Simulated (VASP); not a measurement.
Wanted: the native input for a VASP 6.6.1 run.

```yaml
Task: density of states
Functional: PBE
Potentials_or_basis: VASP PAW PBE potentials, release 64 (Hf_pv, As)
Cutoff: 520 eV
k_mesh: 8 × 8 × 8
Occupations: gaussian, width 0.1 eV
Spin: no spin polarisation
Dipole_correction: no
k_mesh_for_the_DOS: 12 × 12 × 12
Occupations_for_the_DOS: tetrahedron
Further_INCAR_settings: ALGO = Normal; EDIFF = 1e-07; NBANDS = 23
```

HfAs4:

```
Hf As
1.0
     4.49652    0.00000    0.00000
     0.00000    4.49652    0.00000
     0.00000    0.00000    5.62699
Hf As
1 4
Direct
  0.00000 0.00000 0.00000
  0.50000 0.00000 0.27970
  0.00000 0.50000 0.72030
  0.50000 0.00000 0.72030
  0.00000 0.50000 0.27970
```

The input as run:

POSCAR

```
HfAs4
1.0
    4.4965227408      0.0000000000      0.0000000000
    0.0000000000      4.4965227408      0.0000000000
    0.0000000000      0.0000000000      5.6269902834
Hf As
1 4
Direct
    0.0000000000      0.0000000000      0.0000000000
    0.5000000000      0.0000000000      0.2796990018
    0.0000000000      0.5000000000      0.7203009982
    0.5000000000      0.0000000000      0.7203009982
    0.0000000000      0.5000000000      0.2796990018
```

INCAR.step1

```
ALGO = Normal
EDIFF = 1E-7
ENCUT = 520
GGA = PE
ISIF = 2
ISMEAR = 0
LASPH = True
LCHARG = True
LMAXMIX = 4
LREAL = False
LWAVE = False
NBANDS = 23
NELM = 60
PREC = Accurate
SIGMA = 0.1
```

KPOINTS.step1

```
k-points
0
Gamma
  8 8 8
```

INCAR.step2

```
ALGO = Normal
EDIFF = 1E-7
ENCUT = 520
GGA = PE
ICHARG = 11
ISIF = 2
ISMEAR = -5
LASPH = True
LCHARG = False
LMAXMIX = 4
LORBIT = 10
LREAL = False
LWAVE = False
NBANDS = 23
NEDOS = 1001
NELM = 60
PREC = Accurate
SIGMA = 0.1
```

KPOINTS.step2

```
k-points
0
Gamma
  12 12 12
```

Potentials or basis: VASP PAW PBE potentials, release 64 (Hf_pv, As).

Run with:

```console
$ cat potpaw_PBE.64/Hf_pv/POTCAR potpaw_PBE.64/As/POTCAR > POTCAR
$ cp INCAR.step1 INCAR
$ cp KPOINTS.step1 KPOINTS
$ mpirun -np 1 vasp_std > vasp.out
$ cp INCAR.step2 INCAR
$ cp KPOINTS.step2 KPOINTS
$ mpirun -np 1 vasp_std > vasp.out
```

It gave:

The valence electrons inside the program's atomic spheres are Hf 8.35; As 2.71.

Caveat: spin-orbit coupling is left out, which moves the levels of the heavy elements.

Wall time 7.1 min on 1 thread of Intel Xeon 6975P-C (shared host), peak memory 0.57 GiB.
